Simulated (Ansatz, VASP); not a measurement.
Given: the input of a run of Ansatz 0.2.0 on EuS.

input.yaml

```yaml
crystal:
  lattice:
    - [0.0, 2.9785, 2.9785]
    - [2.9785, 0.0, 2.9785]
    - [2.9785, 2.9785, 0.0]
  atoms:
    - { symbol: Eu, position: [0.0, 0.0, 0.0], spin: 7.0 }
    - { symbol: S, position: [0.5, 0.5, 0.5] }
hamiltonian:
  xc: pbesol
  pseudopotentials: { kind: paw }
magnetization:
  spin_polarized: true
kpoints:
  mp_grid: { grid: [8, 8, 8] }
scf:
  occupations: { method: fermi_dirac, width: 0.05 }
output:
  forces: true
  stress: true
relax:
  f_tol: 0.01
  max_steps: 40
  cell: { stress_tol: 0.05 }
```

Potentials or basis: Ansatz PAW.

Launch:

```bash
$ ansatz run input.yaml --threads 2 --pin off --max-ram 5632MiB --backend cpu --events-out ev --progress --plain --runs-dir out
```

**Question.** Translate it to VASP 6.6.1. Potentials there: VASP PAW PBE potentials, release 64 (Eu, S).

**Answer.** As run (the cutoff follows the program's own potentials):

INCAR

```
PREC = Accurate
ENCUT = 600
EDIFF = 1E-7
ISMEAR = -1
SIGMA = 0.05
LREAL = False
LASPH = True
NELM = 200
ALGO = Normal
ISIF = 3
LWAVE = False
LCHARG = False
ISPIN = 2
MAGMOM = 7 0
LORBIT = 11
LMAXMIX = 6
GGA = PS
IBRION = 2
NSW = 60
EDIFFG = -0.01
GGA_COMPAT = False
NELMIN = 4
```

Contents of KPOINTS:

```
regular mesh
0
Gamma
  8 8 8
```

File POSCAR:

```
EuS
1.0
    0.0000000000      2.9785000000      2.9785000000
    2.9785000000      0.0000000000      2.9785000000
    2.9785000000      2.9785000000      0.0000000000
Eu S
1 1
Direct
    0.0000000000      0.0000000000      0.0000000000
    0.5000000000      0.5000000000      0.5000000000
```

Potentials or basis: VASP PAW PBE potentials, release 64 (Eu, S).

Run with:

```console
$ cat potpaw_PBE.64/Eu/POTCAR potpaw_PBE.64/S/POTCAR > POTCAR
$ mpirun -np 1 vasp_std > vasp.out
```

Both were run:

|  | VASP | Ansatz | Ansatz less VASP |
| --- | --- | --- | --- |
| net moment per atom (μB) | 3.45 | 3.46 | +0.008 |
| size of the moment on the site where the two differ most (μB) | 6.53 | 6.66 | +0.126 |
| relaxed volume (Å³/atom) | 23.36 | 23.49 | +0.128 |
| relaxed length of the cell vector where the two differ most in proportion (Å) | 4.043 | 4.050 | +0.0074 |

VASP's potentials were made for PBE, not for PBEsol. Site moments also hang on the region over which each program counts them.

Spin-orbit coupling is off throughout. Noted on Ansatz's run: the plane-wave basis is chosen anew once the cell has moved, so the energies of steps on either side of that aren't comparable.
